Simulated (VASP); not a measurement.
# AlRu (P4/mmm) in VASP: further runs

AlRu is run at these levels: PBE; tasks: single point.

Everything below comes from runs of VASP 6.6.1. Logs are shortened: lines on timing, memory, paths and dates and some standing lists are left out, and cuts for length are marked.

## 1. The cell of the first run

Symmetry: P4/mmm, No. 123, tetragonal system. The conventional cell has a = 2.992 Å, b = 2.992 Å, c = 2.932 Å, α = 90.00°, β = 90.00°, γ = 90.00°. Al (site symmetry 4/mmm) has 8 Ru at 2.57 Å and 6 Al at 2.93 to 2.99 Å within 3.4 Å. Ru (site symmetry 4/mmm) has 8 Al at 2.57 Å and 6 Ru at 2.93 to 2.99 Å within 3.4 Å.

## 2. Single point, PBE (strain -0.0200 x Voigt [0, 0, 1, 0, 0, 0])

Contents of INCAR:

```
SYSTEM = AlRu
PREC = Accurate ; ENCUT = 520
EDIFF = 1E-7 ; ISMEAR = 0
SIGMA = 0.15 ; LREAL = .False.
LASPH = .True. ; NELM = 60
ALGO = Fast ; ISIF = 2
LWAVE = .False. ; LCHARG = .False.
GGA = PE ; NBANDS = 16
```

Contents of KPOINTS:

```
Automatic mesh
0
Gamma
  16 16 16
  0 0 0
```

Contents of POSCAR:

```
AlRu
1.0
    2.9916000000      0.0000000000      0.0000000000
    0.0000000000      2.9916000000      0.0000000000
    0.0000000000      0.0000000000      2.9317680000
Al Ru
1 1
Direct
    0.0000000000      0.0000000000      0.0000000000
    0.5000000000      0.5000000000      0.5000000000
```

Potentials or basis: VASP PAW PBE potentials, release 64 (Al, Ru_pv).

Started as:

```bash
> cat potpaw_PBE.64/Al/POTCAR potpaw_PBE.64/Ru_pv/POTCAR > POTCAR
> mpirun -np 1 vasp_std > vasp.out
```

OUTCAR:

```text
SYSTEM = AlRu
   PREC = Accurate
   ENCUT = 520
   EDIFF = 1E-7
   ISMEAR = 0
   LREAL = .False.
   LASPH = .True.
   NELM = 60
   ISIF = 2
   GGA = PE

 ion  position               nearest neighbor table
   1  0.000  0.000  0.000-   2 2.57   2 2.57   2 2.57   2 2.57   2 2.57   2 2.57   2 2.57   2 2.57

   2  0.500  0.500  0.500-   1 2.57   1 2.57   1 2.57   1 2.57   1 2.57   1 2.57   1 2.57   1 2.57

  LATTYP: Found a simple tetragonal cell.
 ALAT       =     2.9916000000
 C/A-ratio  =     0.9800000000

  Lattice vectors:

 A1 = (   2.9916000000,   0.0000000000,   0.0000000000)
 A2 = (   0.0000000000,   2.9916000000,   0.0000000000)
 A3 = (   0.0000000000,   0.0000000000,   2.9317680000)

Analysis of symmetry for initial positions (statically):
=====================================================================
 Subroutine PRICEL returns:
 Original cell was already a primitive cell.

 Routine SETGRP: Setting up the symmetry group for a
 simple tetragonal supercell.

 Subroutine GETGRP returns: Found 16 space group operations
 (whereof 16 operations were pure point group operations)
 out of a pool of 16 trial point group operations.

The static configuration has the point symmetry D_4h.

Analysis of symmetry for dynamics (positions and initial velocities):
=====================================================================
 Subroutine PRICEL returns:
 Original cell was already a primitive cell.

 Routine SETGRP: Setting up the symmetry group for a
 simple tetragonal supercell.

 Subroutine GETGRP returns: Found 16 space group operations
 (whereof 16 operations were pure point group operations)
 out of a pool of 16 trial point group operations.

The dynamic configuration has the point symmetry D_4h.

 Subroutine INISYM returns: Found 16 space group operations
 (whereof 16 operations are pure point group operations),
 and found     1 'primitive' translations

----------------------------------------------------------------------------------------

                                     Primitive cell

  volume of cell :      26.2384

  direct lattice vectors                    reciprocal lattice vectors
     2.991600000  0.000000000  0.000000000     0.334269287  0.000000000  0.000000000
     0.000000000  2.991600000  0.000000000     0.000000000  0.334269287  0.000000000
     0.000000000  0.000000000  2.931768000     0.000000000  0.000000000  0.341091110

  length of vectors
     2.991600000  2.991600000  2.931768000     0.334269287  0.334269287  0.341091110

  position of ions in fractional coordinates (direct lattice)
     0.000000000  0.000000000  0.000000000
[... 76 lines left out ...]
   ENCUT  =  520.0 eV  38.22 Ry    6.18 a.u.   5.56  5.56  5.45*2*pi/ulx,y,z
   NELM   =     60;   NELMIN=  2; NELMDL= -5     # of ELM steps
   EDIFF  = 0.1E-06   stopping-criterion for ELM
   LREAL  =      F    real-space projection
   EDIFFG = 0.1E-05   stopping-criterion for IOM
   NSW    =      0    number of steps for IOM
   IBRION =     -1    ionic relax: 0-MD 1-quasi-New 2-CG
   NFREE  =      0    steps in history (QN), initial steepest desc. (CG)
   ISIF   =      2    stress and relaxation
   ISYM   =      2    0-nonsym 1-usesym 2-fastsym
   POTIM  = 0.5000    time-step for ionic-motion
   TEBEG  =    0.0;   TEEND  =   0.0 temperature during run
   PSTRESS=    0.0 pullay stress
   NELECT =      17.0000    total number of electrons
   NUPDOWN=      -1.0000    fix difference up-down
   EMIN   =  10.00;   EMAX   =-10.00  energy-range for DOS
   EFERMI =   0.00;   METHOD = LEGACY
   ISMEAR =     0;   SIGMA  =   0.15  broadening in eV -4-tet -1-fermi 0-gaus
   EFERMI_NEDOS =   21; number of points for ismear=-14 and -15
   IALGO  =     68    algorithm
   IMIX   =      4    mixing-type and parameters
     AMIX     =   0.40;   BMIX     =  1.00
     AMIX_MAG =   1.60;   BMIX_MAG =  1.00
  volume/ion in A,a.u.               =      13.12        88.53
  Fermi-wavevector in a.u.,A,eV,Ry     =   1.416595  2.676976 27.303360  2.006740
  Thomas-Fermi vector in A             =   2.537913
   LORBIT       =      0    0 simple, 1 ext, 2 COOP (PROOUT), +10 PAW based schemes
   GGA     = PE    functional components
   LHFCALC =     F    Hartree Fock is set to
   AEXX    =    0.0000 exact exchange contribution
   IVDW    =     0    specifies the selected vdW correction
   LEPSILON=     F    determine dielectric tensor
   LRPA    =     F    only Hartree local field effects (RPA)
 non-spin polarized calculation
 RMM-DIIS sequential band-by-band and
 Gauss-broadening in eV      SIGMA  =   0.15
  energy-cutoff  :      520.00
  volume of cell :       26.24
 maximum number of plane-waves:       731
 NGX is ok and might be reduce to    24
   NGX = 11   NGY = 11   NGZ = 11

 number of electron      16.9999998 magnetization

 Free energy of the ion-electron system (eV)
  ---------------------------------------------------
  ext. energy  EPLUGINS =         0.00000000
  ---------------------------------------------------
  free energy    TOTEN  =       -14.24400839 eV

  energy without entropy =      -14.22557506  energy(sigma->0) =      -14.23479172

 E-fermi :  11.0236     XC(G=0): -12.6698

 val. band max:       11.0186910007   @ k =   0.2500   0.0000   0.1250
 cond. band min:      11.0250799596   @ k =   0.1875   0.1250   0.0000
 fundamental gap:      0.0063889589
 Fermi energy:        11.0236445873

 k-point     1 :       0.0000    0.0000    0.0000
  band No.  band energies     occupation
      1     -30.7738      2.00000
      2     -30.7738      2.00000
      3     -30.7481      2.00000
      4       1.2110      2.00000
      5       7.3234      2.00000
      6       7.3302      2.00000
[... 433 lines left out ...]
      3     -30.7279      2.00000
      4       5.3313      2.00000
      5       5.3789      2.00000
      6       8.2808      2.00000
[... 8 lines left out ...]
     15      23.2364      0.00000
     16      23.8732      0.00000

 [... further k-points ...]
[... 5 lines left out ...]
  --------------------------------------------------------------------------------------
  -------------------------------------------------------------------------------------
  Total        0.9702414      0.9702414      1.5887874      0.0000000      0.0000000     -0.0000000
  in kB       59.2452794     59.2452794     97.0151857      0.0000000      0.0000000     -0.0000000
  external PRESSURE =      71.8352482 kB  Pullay stress =       0.0000000 kB

 VOLUME and BASIS-vectors are now :
 -----------------------------------------------------------------------------
  energy-cutoff  :      520.00
  volume of cell :       26.24
      direct lattice vectors                 reciprocal lattice vectors
     2.991600000  0.000000000  0.000000000     0.334269287  0.000000000  0.000000000
     0.000000000  2.991600000  0.000000000     0.000000000  0.334269287  0.000000000
     0.000000000  0.000000000  2.931768000     0.000000000  0.000000000  0.341091110

 POSITION                                       TOTAL-FORCE (eV/Angst)
 -----------------------------------------------------------------------------------
      0.00000      0.00000      0.00000         0.000000      0.000000      0.000000
      1.49580      1.49580      1.46588         0.000000      0.000000      0.000000
 -----------------------------------------------------------------------------------
    total drift:                                0.000000     -0.000000     -0.000000

  FREE ENERGIE OF THE ION-ELECTRON SYSTEM (eV)
  ---------------------------------------------------
  free  energy   TOTEN  =       -14.2440083866 eV

  energy  without entropy=      -14.2255750577  energy(sigma->0) =      -14.23479172
```

OSZICAR:

```text
N       E                     dE             d eps       ncg     rms          rms(c)
DAV:   1     0.116975071313E+03    0.11698E+03   -0.91327E+03 13264   0.989E+02
DAV:   2    -0.130126348436E+02   -0.12999E+03   -0.12390E+03 15264   0.294E+02
DAV:   3    -0.149079309159E+02   -0.18953E+01   -0.18893E+01 16568   0.371E+01
DAV:   4    -0.149217107347E+02   -0.13780E-01   -0.13758E-01 16304   0.332E+00
DAV:   5    -0.149219098706E+02   -0.19914E-03   -0.19896E-03 15544   0.386E-01    0.128E+01
RMM:   6    -0.143227990533E+02    0.59911E+00   -0.19736E+00 13267   0.110E+01    0.244E+00
RMM:   7    -0.142582004073E+02    0.64599E-01   -0.11919E-01 13621   0.281E+00    0.209E+00
RMM:   8    -0.142441676677E+02    0.14033E-01   -0.14333E-02 14381   0.900E-01    0.186E-01
RMM:   9    -0.142440098228E+02    0.15784E-03   -0.10530E-03 14783   0.274E-01    0.124E-01
RMM:  10    -0.142440087254E+02    0.10973E-05   -0.13136E-04 15361   0.108E-01    0.196E-02
RMM:  11    -0.142440091503E+02   -0.42484E-06   -0.33541E-05 15359   0.506E-02    0.198E-02
RMM:  12    -0.142440082594E+02    0.89087E-06   -0.90101E-06 15974   0.261E-02    0.709E-03
RMM:  13    -0.142440084798E+02   -0.22046E-06   -0.16351E-06 15488   0.122E-02    0.293E-03
RMM:  14    -0.142440083656E+02    0.11427E-06   -0.73270E-07 14936   0.760E-03    0.331E-03
RMM:  15    -0.142440083866E+02   -0.20985E-07   -0.13595E-07 10610   0.342E-03
   1 F= -.14244008E+02 E0= -.14234792E+02  d E =-.184333E-01
```

stdout:

```text
POSCAR found type information on POSCAR AlRu
 POSCAR found :  2 types and       2 ions
 scaLAPACK will be used
 LDA part: xc-table for (Slater+PW92), standard interpolation
 POSCAR, INCAR and KPOINTS ok, starting setup
 FFT: planning ... GRIDC
 FFT: planning ... GRID_SOFT
 FFT: planning ... GRID
 WAVECAR not read
 entering main loop
```

It took 81 s on 1 thread of Intel Xeon Platinum 8375C at 2.90GHz (Ice Lake), shared host; peak memory 0.27 GiB.

Results:

* Free energy: -14.2440 eV
* Pressure: 7.2 GPa

Stress tensor (GPa, compression positive):
```
5.92 0.00 0.00
0.00 5.92 0.00
0.00 0.00 9.70
```

Caveat: the cell differs from its parent crystal (strain -0.0200 x Voigt [0, 0, 1, 0, 0, 0]).

## 3. Single point, PBE (strain -0.0150 x Voigt [0, 0, 1, 0, 0, 0])

Contents of INCAR:

```
PREC = Accurate
ENCUT = 520
EDIFF = 1E-7
ISMEAR = 0
SIGMA = 0.15
LREAL = F
LASPH = T
NELM = 100
ALGO = Fast
ISIF = 2
LWAVE = F
LCHARG = F
GGA = PE
NBANDS = 16
```

Contents of KPOINTS:

```
regular mesh
0
Gamma
  16 16 16
```

Changes to POSCAR since step 2:

```diff
@@ -4,3 +4,3 @@
     0.0000000000      2.9916000000      0.0000000000
-    0.0000000000      0.0000000000      2.9317680000
+    0.0000000000      0.0000000000      2.9467260000
 Al Ru
```

Potentials or basis: VASP PAW PBE potentials, release 64 (Al, Ru_pv).

Started as:

```bash
> cat potpaw_PBE.64/Al/POTCAR potpaw_PBE.64/Ru_pv/POTCAR > POTCAR
> mpirun -np 1 vasp_std > vasp.out
```

Run time: 82 s. Hardware: 1 thread of Intel Xeon Platinum 8375C at 2.90GHz (Ice Lake), shared host; peak memory 0.27 GiB.

The run converged. Its results:

```
Free energy : -14.2514 eV
Pressure    : 6.0 GPa
```

Stress tensor (GPa, compression positive):
```
5.04 0.00 0.00
0.00 5.04 0.00
0.00 0.00 7.81
```

Levels at points of the mesh, in eV from the Fermi level:
```
           k point  band 7  band 8  band 9  band 10  band 11  band 12
(0.00, 0.00, 0.00)    0.10    0.20    0.20     5.98     5.98     6.45
(0.50, 0.00, 0.00)   -1.71   -1.53    0.45     2.24     7.42    10.96
(0.50, 0.50, 0.00)   -1.45   -1.12   -1.12     1.49     5.26     6.31
(0.00, 0.00, 0.50)   -1.72   -1.72    0.38     2.51     7.41    10.97
(0.50, 0.00, 0.50)   -1.31   -1.28   -1.23     1.59     5.47     6.40
(0.50, 0.50, 0.50)    1.60    1.71    2.65     4.12     4.12     4.22
```

Caveat: the cell differs from its parent crystal (strain -0.0150 x Voigt [0, 0, 1, 0, 0, 0]).

## 4. Single point, PBE (strain -0.0050 x Voigt [0, 0, 1, 0, 0, 0])

Contents of INCAR:

```
SYSTEM = AlRu
ALGO = Fast ; EDIFF = 1E-6
ENCUT = 520 ; GGA = PE
ISIF = 2 ; ISMEAR = 0
LASPH = .TRUE. ; LCHARG = .FALSE.
LREAL = .FALSE. ; LWAVE = .FALSE.
NBANDS = 16 ; NELM = 60
PREC = Accurate ; SIGMA = 0.15
```

Contents of KPOINTS:

```
k-points
0
G
  16 16 16
  0 0 0
```

Changes to POSCAR since step 3:

```diff
@@ -4,3 +4,3 @@
     0.0000000000      2.9916000000      0.0000000000
-    0.0000000000      0.0000000000      2.9467260000
+    0.0000000000      0.0000000000      2.9766420000
 Al Ru
```

Started as:

```bash
> cat potpaw_PBE.64/Al/POTCAR potpaw_PBE.64/Ru_pv/POTCAR > POTCAR
> mpirun -np 1 vasp_std > vasp.out
```

Wall time 85 s (1 thread of Intel Xeon Platinum 8375C at 2.90GHz (Ice Lake), shared host); peak memory 0.27 GiB.

The run converged. Its results:

| Property | Result |
| --- | --- |
| Free energy | -14.2616 eV |
| Pressure | 3.6 GPa |

Stress tensor (GPa, compression positive):
```
3.34 0.00 0.00
0.00 3.34 0.00
0.00 0.00 4.22
```

Levels at points of the mesh, in eV from the Fermi level:
| k point | band 7 | band 8 | band 9 | band 10 | band 11 | band 12 |
| --- | --- | --- | --- | --- | --- | --- |
| (0.00, 0.00, 0.00) | 0.14 | 0.18 | 0.18 | 6.04 | 6.04 | 6.19 |
| (0.50, 0.00, 0.00) | -1.65 | -1.59 | 0.43 | 2.27 | 7.43 | 11.00 |
| (0.50, 0.50, 0.00) | -1.40 | -1.16 | -1.16 | 1.51 | 5.28 | 6.25 |
| (0.00, 0.00, 0.50) | -1.65 | -1.65 | 0.41 | 2.35 | 7.42 | 11.00 |
| (0.50, 0.00, 0.50) | -1.36 | -1.21 | -1.20 | 1.54 | 5.36 | 6.28 |
| (0.50, 0.50, 0.50) | 1.61 | 1.64 | 2.59 | 4.12 | 4.12 | 4.15 |

Caveat: the cell differs from its parent crystal (strain -0.0050 x Voigt [0, 0, 1, 0, 0, 0]).

## 5. The runs side by side

| cell | further INCAR settings | gap on the mesh (eV) | pressure (GPa) |
| --- | --- | --- | --- |
| a = 2.992, b = 2.992, c = 2.932 Å, 2 atoms | ALGO = Fast; EDIFF = 1e-07; NBANDS = 16 | none | 7.2 |
| a = 2.992, b = 2.992, c = 2.947 Å, 2 atoms | ALGO = Fast; EDIFF = 1e-07; NBANDS = 16 | none | 6.0 |
| a = 2.992, b = 2.992, c = 2.977 Å, 2 atoms | ALGO = Fast; EDIFF = 1e-06; NBANDS = 16 | none | 3.6 |

Alike in all rows: task single point; level PBE; potentials or basis VASP PAW PBE potentials, release 64 (Al, Ru_pv); no spin polarisation; k mesh 16 × 16 × 16; cutoff (eV) 520; smearing gaussian 0.15 eV.

Absolute energies hang on the potentials; compare differences alone.
